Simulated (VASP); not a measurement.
# Cd (Cmcm) in VASP: notebook, part 2 of 2

VASP 6.6.1.

### 4 Single point, PBEsol (strain +0.0050 x Voigt [0, 1, 0, 0, 0, 0])

The input, INCAR:

```
  PREC = Accurate
  ENCUT = 520
  EDIFF = 1E-7
  ISMEAR = 0
  SIGMA = 0.15
  LREAL = False
  LASPH = True
  NELM = 60
  ALGO = Fast
  ISIF = 2
  LWAVE = False
  LCHARG = False
  GGA = PS
  NBANDS = 19
```

The input, KPOINTS:

```
regular mesh
0
Gamma
  18 18 8
```

The input, POSCAR:

```
Cd
1.0
    2.9788725081      0.0000000000      0.0000000000
   -1.4894362540      2.5926781630      0.0000000000
    0.0000000000      0.0000000000      5.6176500000
Cd
2
Direct
    0.3333333333      0.6666666667      0.2500000000
    0.6666666667      0.3333333333      0.7500000000
```

Potentials or basis: VASP PAW PBE potentials, release 64 (Cd).

On the command line:

```sh
cat potpaw_PBE.64/Cd/POTCAR > POTCAR
mpirun -np 1 vasp_std > vasp.out
```

OUTCAR:

```text
PREC = Accurate
   ENCUT = 520
   EDIFF = 1E-7
   ISMEAR = 0
   LREAL = False
   LASPH = True
   NELM = 60
   ISIF = 2
   GGA = PS

 ion  position               nearest neighbor table
   1  0.333  0.667  0.250-   2 3.29   2 3.29   2 3.29   2 3.29   2 3.30   2 3.30
   2  0.667  0.333  0.750-   1 3.29   1 3.29   1 3.29   1 3.29   1 3.30   1 3.30

  LATTYP: Found a base centered orthorhombic cell.
 ALAT       =     2.9788725081
 B/A-ratio  =     1.7407110616
 C/A-ratio  =     1.8858309594

  Lattice vectors:

 A1 = (   1.4894362540,  -2.5926781630,   0.0000000000)
 A2 = (   1.4894362541,   2.5926781630,   0.0000000000)
 A3 = (   0.0000000000,   0.0000000000,   5.6176500000)

Analysis of symmetry for initial positions (statically):
=====================================================================
 Subroutine PRICEL returns:
 Original cell was already a primitive cell.

 Routine SETGRP: Setting up the symmetry group for a
 base centered orthorhombic supercell.

 Subroutine GETGRP returns: Found  8 space group operations
 (whereof  4 operations were pure point group operations)
 out of a pool of  8 trial point group operations.

The static configuration has the point symmetry C_2h.
 The point group associated with its full space group is D_2h.

Analysis of symmetry for dynamics (positions and initial velocities):
=====================================================================
 Subroutine PRICEL returns:
 Original cell was already a primitive cell.

 Routine SETGRP: Setting up the symmetry group for a
 base centered orthorhombic supercell.

 Subroutine GETGRP returns: Found  8 space group operations
 (whereof  4 operations were pure point group operations)
 out of a pool of  8 trial point group operations.

The dynamic configuration has the point symmetry C_2h.
 The point group associated with its full space group is D_2h.

 Subroutine INISYM returns: Found  8 space group operations
 (whereof  4 operations are pure point group operations),
 and found     1 'primitive' translations

----------------------------------------------------------------------------------------

                                     Primitive cell

  volume of cell :      43.3866

  direct lattice vectors                    reciprocal lattice vectors
     2.978872508  0.000000000  0.000000000     0.335697482  0.192850778  0.000000000
    -1.489436254  2.592678163  0.000000000     0.000000000  0.385701555  0.000000000
     0.000000000  0.000000000  5.617650000     0.000000000  0.000000000  0.178010378

  length of vectors
     2.978872508  2.990050236  5.617650000     0.387148837  0.385701555  0.178010378

  position of ions in fractional coordinates (direct lattice)
     0.333333333  0.666666667  0.250000000
     0.666666667  0.333333333  0.750000000

  ion indices of the primitive-cell ions
   primitive index   ion index
                 1           1
                 2           2

----------------------------------------------------------------------------------------

 KPOINTS: regular mesh

Automatic generation of k-mesh.
 Grid dimensions read from file:
 generate k-points for:   18   18    8

 Generating k-lattice:

  Cartesian coordinates                     Fractional coordinates (reciprocal lattice)
     0.018649860  0.010713932  0.000000000     0.055555556  0.000000000  0.000000000
     0.000000000  0.021427864  0.000000000     0.000000000  0.055555556  0.000000000
     0.000000000  0.000000000  0.022251297     0.000000000  0.000000000  0.125000000

  Length of vectors
     0.021508269  0.021427864  0.022251297

  Shift w.r.t. Gamma in fractional coordinates (k-lattice)
     0.000000000  0.000000000  0.000000000

 Subroutine IBZKPT returns following result:
 ===========================================

 Found    455 irreducible k-points:

 Following reciprocal coordinates:
            Coordinates               Weight
  0.000000  0.000000  0.000000      1.000000
  0.055556 -0.000000  0.000000      4.000000
  0.111111 -0.000000  0.000000      4.000000
  0.166667 -0.000000  0.000000      4.000000
  0.222222  0.000000  0.000000      4.000000
  0.277778 -0.000000  0.000000      4.000000
[... 16 lines left out ...]
 -0.333333  0.055556  0.000000      4.000000
 -0.277778  0.055556  0.000000      4.000000
 [... further k-points ...]
   k-points           NKPTS =    455   k-points in BZ     NKDIM =    455   number of bands    NBANDS=     19
   number of dos      NEDOS =    301   number of ions     NIONS =      2
   total plane-waves  NPLWV =  24192
   dimension x,y,z NGX =    24 NGY =   24 NGZ =   42
   dimension x,y,z NGXF=    48 NGYF=   48 NGZF=   84
   ions per type =               2
   NGX,Y,Z   is equivalent  to a cutoff of  13.39, 13.34, 12.43 a.u.
   NGXF,Y,Z  is equivalent  to a cutoff of  26.79, 26.69, 24.86 a.u.
 SYSTEM =  unknown system
   PREC   = accura    normal or accurate (medium, high low for compatibility)
   ISTART =      0    job   : 0-new  1-cont  2-samecut
   ICHARG =      2    charge: 1-file 2-atom 10-const
   ISPIN  =      1    spin polarized calculation?
   LNONCOLLINEAR =      F non collinear calculations
   LSORBIT =      F    spin-orbit coupling
   LASPH  =      T    aspherical Exc in radial PAW
   ENCUT  =  520.0 eV  38.22 Ry    6.18 a.u.   5.54  5.56 10.45*2*pi/ulx,y,z
   NELM   =     60;   NELMIN=  2; NELMDL= -5     # of ELM steps
   EDIFF  = 0.1E-06   stopping-criterion for ELM
   LREAL  =      F    real-space projection
   EDIFFG = 0.1E-05   stopping-criterion for IOM
   NSW    =      0    number of steps for IOM
   IBRION =     -1    ionic relax: 0-MD 1-quasi-New 2-CG
   NFREE  =      0    steps in history (QN), initial steepest desc. (CG)
   ISIF   =      2    stress and relaxation
   ISYM   =      2    0-nonsym 1-usesym 2-fastsym
   POTIM  = 0.5000    time-step for ionic-motion
   TEBEG  =    0.0;   TEEND  =   0.0 temperature during run
   PSTRESS=    0.0 pullay stress
   NELECT =      24.0000    total number of electrons
   NUPDOWN=      -1.0000    fix difference up-down
   EMIN   =  10.00;   EMAX   =-10.00  energy-range for DOS
   EFERMI =   0.00;   METHOD = LEGACY
   ISMEAR =     0;   SIGMA  =   0.15  broadening in eV -4-tet -1-fermi 0-gaus
   EFERMI_NEDOS =   21; number of points for ismear=-14 and -15
   IALGO  =     68    algorithm
   IMIX   =      4    mixing-type and parameters
     AMIX     =   0.40;   BMIX     =  1.00
     AMIX_MAG =   1.60;   BMIX_MAG =  1.00
  volume/ion in A,a.u.               =      21.69       146.39
  Fermi-wavevector in a.u.,A,eV,Ry     =   1.343879  2.539563 24.572269  1.806011
  Thomas-Fermi vector in A             =   2.471918
   LORBIT       =      0    0 simple, 1 ext, 2 COOP (PROOUT), +10 PAW based schemes
   GGA     = PS    functional components
   LHFCALC =     F    Hartree Fock is set to
   AEXX    =    0.0000 exact exchange contribution
   IVDW    =     0    specifies the selected vdW correction
   LEPSILON=     F    determine dielectric tensor
   LRPA    =     F    only Hartree local field effects (RPA)
 non-spin polarized calculation
 RMM-DIIS sequential band-by-band and
 Gauss-broadening in eV      SIGMA  =   0.15
  energy-cutoff  :      520.00
  volume of cell :       43.39
 maximum number of plane-waves:      1193
 NGX is ok and might be reduce to    24
   NGX = 11   NGY = 11   NGZ = 21

 number of electron      23.9999992 magnetization

 Free energy of the ion-electron system (eV)
  ---------------------------------------------------
  ext. energy  EPLUGINS =         0.00000000
  ---------------------------------------------------
  free energy    TOTEN  =        -2.39759923 eV

  energy without entropy =       -2.39110937  energy(sigma->0) =       -2.39435430

 E-fermi :   2.8425     XC(G=0): -11.1844

 val. band max:        2.8424124325   @ k =   0.0000   0.0000   0.2500
 cond. band min:       2.8470880573   @ k =   0.3333   0.3333   0.1250
 fundamental gap:      0.0046756248
 Fermi energy:         2.8425270870

 k-point     1 :       0.0000    0.0000    0.0000
  band No.  band energies     occupation
      1      -7.0600      2.00000
      2      -6.7903      2.00000
      3      -6.4378      2.00000
      4      -6.4099      2.00000
      5      -6.3855      2.00000
      6      -6.3587      2.00000
[... 11 lines left out ...]
     18      17.6335      0.00000
     19      18.4263      0.00000
[... 485 lines left out ...]
 k-point    24 :      -0.2778    0.0556    0.0000
  band No.  band energies     occupation
      1      -6.8856      2.00000
      2      -6.6667      2.00000
      3      -6.4311      2.00000
      4      -6.3917      2.00000
      5      -6.2135      2.00000
      6      -6.1456      2.00000
[... 11 lines left out ...]
     18      15.7422      0.00000
     19      16.8172      0.00000

 [... further k-points ...]
[... 5 lines left out ...]
  --------------------------------------------------------------------------------------
  -------------------------------------------------------------------------------------
  Total       -0.4016760     -0.4680227     -0.3016532     -0.0000000     -0.0000000      0.0000000
  in kB      -14.8330789    -17.2831262    -11.1394398     -0.0000000     -0.0000000      0.0000000
  external PRESSURE =     -14.4185483 kB  Pullay stress =       0.0000000 kB

 VOLUME and BASIS-vectors are now :
 -----------------------------------------------------------------------------
  energy-cutoff  :      520.00
  volume of cell :       43.39
      direct lattice vectors                 reciprocal lattice vectors
     2.978872508  0.000000000  0.000000000     0.335697482  0.192850778  0.000000000
    -1.489436254  2.592678163  0.000000000     0.000000000  0.385701555  0.000000000
     0.000000000  0.000000000  5.617650000     0.000000000  0.000000000  0.178010378

 POSITION                                       TOTAL-FORCE (eV/Angst)
 -----------------------------------------------------------------------------------
     -0.00000      1.72845      1.40441        -0.000000     -0.003355      0.000000
      1.48944      0.86423      4.21324         0.000000      0.003355     -0.000000
 -----------------------------------------------------------------------------------
    total drift:                               -0.000000      0.000000     -0.000000

  FREE ENERGIE OF THE ION-ELECTRON SYSTEM (eV)
  ---------------------------------------------------
  free  energy   TOTEN  =        -2.3975992255 eV

  energy  without entropy=       -2.3911093673  energy(sigma->0) =       -2.39435430
```

stdout:

```text
POSCAR found type information on POSCAR Cd
 POSCAR found :  1 types and       2 ions
 scaLAPACK will be used
 -----------------------------------------------------------------------------
|                                                                             |
|                                                                             |
|     You enforced a specific xc type in the INCAR file but a different       |
|     I HOPE YOU KNOW WHAT YOU ARE DOING!                                     |
|                                                                             |
 -----------------------------------------------------------------------------

 LDA part: xc-table for (Slater+PW92), standard interpolation
 POSCAR, INCAR and KPOINTS ok, starting setup
 FFT: planning ... GRIDC
 FFT: planning ... GRID_SOFT
 FFT: planning ... GRID
 WAVECAR not read
 entering main loop
```

It took 1.9 min on 1 thread of AMD EPYC 9R45 (Zen 5), shared host; peak memory 0.36 GiB.

Results:

| Quantity | Value |
| --- | --- |
| Free energy | -2.3976 eV |
| Pressure | -1.4 GPa |
| Largest force | 0.003 eV/Å |
| Band gap on the k mesh | zero (bands 12 and 13 overlap by 4.51 eV) |

Forces in eV/Å, atoms in the order of the input:
```
Cd   0.000 -0.003  0.000
Cd   0.000  0.003  0.000
```

Stress tensor (GPa, compression positive):
```
-1.48  0.00  0.00
 0.00 -1.73  0.00
 0.00  0.00 -1.11
```

Levels at points of the mesh, in eV from the Fermi level:
```
           k point  band 8  band 9  band 10  band 11  band 12  band 13  band 14  band 15  band 16  band 17
(0.00, 0.00, 0.00)   -8.75   -8.74    -8.49    -8.49    -3.13    -3.10    10.49    14.30    14.63    14.72
(0.50, 0.00, 0.00)   -8.52   -8.23    -8.21    -2.43    -1.94     1.89     2.93     3.07     5.16     8.17
(0.00, 0.50, 0.00)   -8.52   -8.24    -8.21    -2.47    -1.99     1.85     2.88     3.01     5.12     8.30
(0.00, 0.00, 0.50)   -8.60   -8.60    -8.60    -7.45    -7.45     3.64     3.64    14.64    14.64    15.56
(0.50, 0.00, 0.50)   -8.50   -8.22    -8.22    -1.63    -1.63    -0.02    -0.02     8.00     8.00     9.80
(0.00, 0.50, 0.50)   -8.50   -8.22    -8.22    -1.66    -1.66    -0.08    -0.08     7.95     7.95     9.93
```

Caveat: the cell differs from its parent crystal (strain +0.0050 x Voigt [0, 1, 0, 0, 0, 0]); the PAW data sets were made with another functional, which shifts forces and pressure a little.

### 5 The runs side by side

| cell | further INCAR settings | gap on the mesh (eV) | pressure (GPa) |
| --- | --- | --- | --- |
| a = 2.979, b = 2.957, c = 5.618 Å, angles 90.0, 90.0, 120.2°, 2 atoms | ALGO = Fast; EDIFF = 1e-06; NBANDS = 19 | none | -0.5 |
| a = 2.979, b = 2.968, c = 5.618 Å, angles 90.0, 90.0, 120.1°, 2 atoms | ALGO = Fast; EDIFF = 1e-06; NBANDS = 19 | none | -0.8 |
| a = 2.979, b = 2.990, c = 5.618 Å, angles 90.0, 90.0, 119.9°, 2 atoms | ALGO = Fast; EDIFF = 1e-07; NBANDS = 19 | none | -1.4 |

Alike in all rows: task single point; level PBEsol; potentials or basis VASP PAW PBE potentials, release 64 (Cd); no spin polarisation; k mesh 18 × 18 × 8; cutoff (eV) 520; smearing gaussian 0.15 eV.

Caveats: the PAW data sets were made with another functional, which shifts forces and pressure a little.

Absolute energies hang on the potentials; compare differences alone.
